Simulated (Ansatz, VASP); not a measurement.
# Two plane-wave programs on LiCl

The input POSCAR:

```
LiCl
1.0
    0.0000000000      2.5647700000      2.5647700000
    2.5647700000      0.0000000000      2.5647700000
    2.5647700000      2.5647700000      0.0000000000
Cl Li
1 1
Direct
    0.5000000000      0.5000000000      0.5000000000
    0.0000000000      0.0000000000      0.0000000000
```

Contents of INCAR.step1:

```
PREC = Accurate ; ENCUT = 520
EDIFF = 1E-5 ; ISMEAR = 0
SIGMA = 0.05 ; LREAL = False
LASPH = True ; NELM = 60
ALGO = Normal ; ISIF = 2
LWAVE = True ; LCHARG = False
GGA = PE ; NBANDS = 12
```

Contents of INCAR.step2:

```
PREC = Accurate ; ENCUT = 520
EDIFF = 1E-6 ; ISMEAR = 0
SIGMA = 0.05 ; LREAL = False
LASPH = True ; NELM = 60
ALGO = Normal ; ISIF = 2
LWAVE = False ; LCHARG = False
GGA = PE ; LHFCALC = True
AEXX = 0.25 ; HFSCREEN = 0.3
PRECFOCK = Normal ; ISTART = 1
NBANDS = 12
```

Contents of KPOINTS:

```
regular mesh
0
Gamma
  5 5 5
```

The input input.yaml:

```yaml
crystal:
  lattice:
    - [0.0, 2.56477, 2.56477]
    - [2.56477, 0.0, 2.56477]
    - [2.56477, 2.56477, 0.0]
  atoms:
    - { symbol: Cl, position: [0.5, 0.5, 0.5] }
    - { symbol: Li, position: [0.0, 0.0, 0.0] }
hamiltonian:
  xc: { exchange: pbe, correlation: pbe, exx: { coeff: 0.25, omega: 0.3 } }
  pseudopotentials: { kind: nc, accuracy: standard }
kpoints:
  mp_grid: { grid: [5, 5, 5] }
scf:
  occupations: { method: gaussian, width: 0.05 }
output:
  forces: true
  stress: true
  eigenvalues: true
  write_density: true
  write_potential: true
  elf: true
  volumetric_format: npy
```

Alike in both runs: task single point; functional PBE-based screened hybrid with a share of 0.25 of exact exchange and HFSCREEN = 0.3; k mesh 5 × 5 × 5; occupations gaussian, width 0.05 eV; no spin polarisation.

```csv
,VASP,Ansatz
version,VASP 6.6.1,Ansatz 0.2.0
potentials or method,"VASP PAW PBE potentials, release 64 (Cl, Li_sv)",PseudoDojo standard (PBE files)
plane-wave cutoff (eV),520,1007
valence electrons in the cell,10,10
```

|  | VASP | Ansatz | Ansatz less VASP |
| --- | --- | --- | --- |
| gap on the k mesh at the Fermi level (eV) | 7.49 | 7.53 | +0.043 |
| least direct gap on the mesh (eV) | 7.49 | 7.53 | +0.043 |

VASP's potentials were made for PBE, not for PBE-based screened hybrid.

The k mesh is coarse, so the values compare programs but aren't converged. Noted on VASP's run: the cutoff is under 1.25 times that of the potentials, so the pressure is a little rough. Noted on Ansatz's run: odd divisions of the mesh miss points on the zone boundary, where band edges often lie, so the gap on the mesh can be too wide.
